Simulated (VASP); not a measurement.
BN:

```
N B
1.0
     2.55394    0.00000    0.00000
    -1.27697    2.21178    0.00000
     0.00000    0.00000    4.22685
N B
2 2
Direct
  0.33333 0.66667 0.12528
  0.66667 0.33333 0.62528
  0.33333 0.66667 0.49972
  0.66667 0.33333 0.99972
```

```yaml
Program: VASP 6.6.1
Task: relaxation of cell and atoms
Functional: revPBE
Dispersion: D4
Potentials_or_basis: VASP PAW PBE potentials, release 64 (N, B)
Cutoff: 600 eV
k_mesh: 12 × 12 × 6
Occupations: fermi-dirac, width 0.05 eV
Spin: no spin polarisation
```

At the start: pressure -9.3 GPa; volume 5.97 Å³/atom.

Where does the relaxation end?

Over 6 steps the energy falls by 4.3 meV/atom and the volume is 5.82 Å³/atom (-2.4 %); space group P6_3mc (No. 186, to 0.05 Å).

The path:
| step | energy change (eV) | largest force (eV/Å) | pressure (GPa) | volume (Å³) |
| --- | --- | --- | --- | --- |
| 1 | 0.0000 | 0.0074 | -9.33 | 23.88 |
| 2 | 0.0026 | 0.0438 | 10.93 | 22.70 |
| 3 | -0.0174 | 0.0174 | -0.04 | 23.30 |
| 4 | -0.0174 | 0.0179 | 0.16 | 23.28 |
| 5 | -0.0174 | 0.0207 | -0.14 | 23.30 |
| 6 | -0.0174 | 0.0003 | 0.02 | 23.29 |

Final structure:
```
CELL_PARAMETERS angstrom
2.53353 0.00000 0.00000
-1.26676 2.19410 0.00000
0.00000 0.00000 4.19020
ATOMIC_POSITIONS crystal
N 0.33333 0.66667 0.12532
N 0.66667 0.33333 0.62532
B 0.33333 0.66667 0.49968
B 0.66667 0.33333 0.99968
```

Caveat: the PAW data sets were made with another functional, which shifts forces and pressure a little.
